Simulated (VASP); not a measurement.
Here is a VASP 6.6.1 calculation.

The input POSCAR:

```
GdO
1.0
    0.0000000000      2.7000000000      2.7000000000
    2.7000000000      0.0000000000      2.7000000000
    2.7000000000      2.7000000000      0.0000000000
Gd O
1 1
Direct
    0.0000000000      0.0000000000      0.0000000000
    0.2500000000      0.2500000000      0.2500000000
```

The input INCAR.step1:

```
SYSTEM = GdO
PREC     = Accurate       ! precision mode
ENCUT    = 520            ! plane-wave cutoff, eV
ISMEAR   = 0              ! smearing method
SIGMA    = 0.05           ! smearing width, eV
LREAL    = .False.        ! projectors in reciprocal space
LASPH    = .True.         ! aspherical terms in the spheres
NELM     = 150            ! most SCF steps
ISPIN    = 2              ! spin polarisation
MAGMOM   = 7.73 0.04      ! initial moments
LMAXMIX  = 6              ! l up to which the mixer works
NBANDS   = 23             ! bands
GGA      = PE             ! functional
ALGO     = Normal         ! electronic algorithm
EDIFF    = 1E-4           ! SCF threshold, eV
LWAVE    = .True.         ! write WAVECAR
LCHARG   = .False.        ! write CHGCAR
```

INCAR.step2

```
SYSTEM = GdO
PREC     = Accurate       ! precision mode
ENCUT    = 520            ! plane-wave cutoff, eV
EDIFF    = 1E-6           ! SCF threshold, eV
ISMEAR   = 0              ! smearing method
SIGMA    = 0.05           ! smearing width, eV
LREAL    = .False.        ! projectors in reciprocal space
LASPH    = .True.         ! aspherical terms in the spheres
NELM     = 150            ! most SCF steps
ALGO     = Normal         ! electronic algorithm
ISIF     = 2              ! what is computed and relaxed
LWAVE    = .False.        ! write WAVECAR
LCHARG   = .True.         ! write CHGCAR
ISPIN    = 2              ! spin polarisation
MAGMOM   = 7.73 0.04      ! initial moments
LORBIT   = 11             ! projections on sites
LMAXMIX  = 6              ! l up to which the mixer works
METAGGA  = R2SCAN         ! meta-GGA
LMIXTAU  = .True.       
LELF     = .True.         ! ELF
LVHAR    = .True.       
NBANDS   = 23             ! bands
ISTART   = 1
```

File KPOINTS:

```
Automatic mesh
0
Gamma
  6 6 6
  0 0 0
```

Potentials or basis: VASP PAW PBE potentials, release 64 (Gd, O).

Command:

```console
$ cat potpaw_PBE.64/Gd/POTCAR potpaw_PBE.64/O/POTCAR > POTCAR
$ cp INCAR.step1 INCAR
$ mpirun -np 1 vasp_std > vasp.out
$ cp INCAR.step2 INCAR
$ mpirun -np 1 vasp_std > vasp.out
```

Problem. Predict the pressure.

Solution. -2.3 GPa.

Problem. Predict the net moment.

Solution. 7.92 μB per cell.

Caveat: the PAW data sets were made with another functional, which shifts forces and pressure a little; a cell with one magnetic atom can't hold antiferromagnetic order, which such compounds often take. The state reached can hang on the start; a lower one may exist.
